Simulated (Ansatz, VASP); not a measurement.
Two plane-wave programs on Cd2TeO

```xyz
4
Lattice="4.2056 0.0000 0.0000 0.0000 4.2056 0.0000 0.0000 0.0000 5.6277" Properties=species:S:1:pos:R:3 pbc="T T T"
O     0.0000    0.0000    0.0000
Cd    0.0000    2.1028    4.6755
Cd    2.1028    0.0000    0.9522
Te    2.1028    2.1028    2.8138
```

Alike in both runs: task single point; functional PBE; k mesh 6 × 6 × 4; occupations fermi-dirac, width 0.02 eV; no spin polarisation.

|  | VASP | Ansatz |
| --- | --- | --- |
| version | VASP 6.6.1 | Ansatz 0.2.0 |
| potentials or method | VASP PAW PBE potentials, release 64 (O, Cd, Te) | plane waves, PAW |
| plane-wave cutoff (eV) | 520 | 420 |
| valence electrons in the cell | 36 | 62 |

|  | VASP | Ansatz | Ansatz less VASP |
| --- | --- | --- | --- |
| pressure (GPa) | 0.3 | 0.0 | -0.35 |
| rms of the force components (eV/Å) | 0.013 | 0.000 | -0.0124 |

VASP's potentials hold 36 valence electrons a cell and Ansatz's 62, so a difference there can come from the potentials and not from the codes.

Neither program's run includes spin-orbit coupling.
